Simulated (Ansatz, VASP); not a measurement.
# One calculation of TaN, two programs

```
CELL_PARAMETERS angstrom
2.84625 0.00000 0.00000
-1.42312 2.46492 0.00000
0.00000 0.00000 2.90858
ATOMIC_POSITIONS crystal
Ta 0.33333 0.66667 0.50000
N 0.00000 0.00000 0.00000
```

Alike in both runs: task single point; functional PBEsol; k mesh 21 × 21 × 18; occupations gaussian, width 0.15 eV; no spin polarisation.

```csv
,VASP,Ansatz
version,VASP 6.6.1,Ansatz 0.2.0
potentials or method,"VASP PAW PBE potentials, release 64 (Ta_sv_GW, N), cutoff 700 eV","scalar-relativistic, plane waves, PAW"
valence electrons in the cell,18,18
```

VASP gave:

- gap on the k mesh at the Fermi level (eV): none
- pressure (GPa): 15.4
- traceless stress, the component that is largest in VASP (GPa): -17.26

Q: Which values does Ansatz return?

A: gap on the k mesh at the Fermi level (eV): none; pressure (GPa): 15.3; traceless stress, the component that is largest in VASP (GPa): -17.43.

VASP's potentials were made for PBE, not for PBEsol. A gap of «none» marks a metal or a gap that the smearing closes.

Spin-orbit coupling is off throughout.
